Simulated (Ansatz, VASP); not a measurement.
**One calculation of Mo, two programs**

Contents of INCAR:

```
SYSTEM = Mo
PREC = Accurate
ENCUT = 520
EDIFF = 1E-7
ISMEAR = -1
SIGMA = 0.05
LREAL = .False.
LASPH = .True.
NELM = 60
ALGO = Normal
ISIF = 2
LWAVE = .False.
LCHARG = .False.
LDIPOL = .True.
IDIPOL = 3
DIPOL = 0.5 0.5 0.500
NBANDS = 43
```

File KPOINTS:

```
regular mesh
0
Gamma
  13 13 1
  0 0 0
```

The input POSCAR:

```
Mo
1.0
    2.6943125793      0.0000000000      0.0000000000
   -0.8981041931      2.5402222606      0.0000000000
    0.0000000000      0.0000000000     15.6181000000
Mo
5
Direct
    0.0000000000      0.0000000000      0.2240979419
    0.5000000000      0.5000000000      0.3584087432
    0.0000000000      0.0000000000      0.4999999977
    0.5000000000      0.5000000000      0.6415912635
    0.0000000000      0.0000000000      0.7759020581
```

Input for Ansatz:

```yaml
crystal:
  lattice:
    - [2.6943125793, 0.0, 0.0]
    - [-0.8981041931, 2.5402222606, 0.0]
    - [0.0, 0.0, 15.6181]
  atoms:
    - { symbol: Mo, position: [0.0, 0.0, 0.2240979419] }
    - { symbol: Mo, position: [0.5, 0.5, 0.3584087432] }
    - { symbol: Mo, position: [0.0, 0.0, 0.4999999977] }
    - { symbol: Mo, position: [0.5, 0.5, 0.6415912635] }
    - { symbol: Mo, position: [0.0, 0.0, 0.7759020581] }
kpoints:
  mp_grid: { grid: [13, 13, 1] }
scf:
  occupations: { method: fermi_dirac, width: 0.05 }
hamiltonian:
  xc: lda
  pseudopotentials: { kind: all_electron, lapw: { basis_error: 0.001 } }
output:
  forces: true
  stress: true
  eigenvalues: true
efield:
  axis: 3
  amplitude: 0
  dipole_correction: true
```

Alike in both runs: task single point; functional LDA; k mesh 13 × 13 × 1; occupations fermi-dirac, width 0.05 eV; no spin polarisation.

```csv
,VASP,Ansatz
version,VASP 6.6.1,Ansatz 0.2.0
potentials or method,"VASP PAW LDA potentials, release 64 (Mo_sv), cutoff 520 eV","all-electron LAPW, scalar-relativistic"
```

|  | VASP | Ansatz | Ansatz less VASP |
| --- | --- | --- | --- |
| rms of the force components (eV/Å) | 0.026 | 0.002 | -0.0240 |

LDA's correlation is that of Perdew and Zunger in VASP and of Perdew and Wang (1992) in Ansatz. Atom by atom the forces differ by 0.024 eV/Å (rms over components). Ansatz ran all-electron here, and VASP with PAW potentials. Ansatz's warnings: vacuum density over bound.
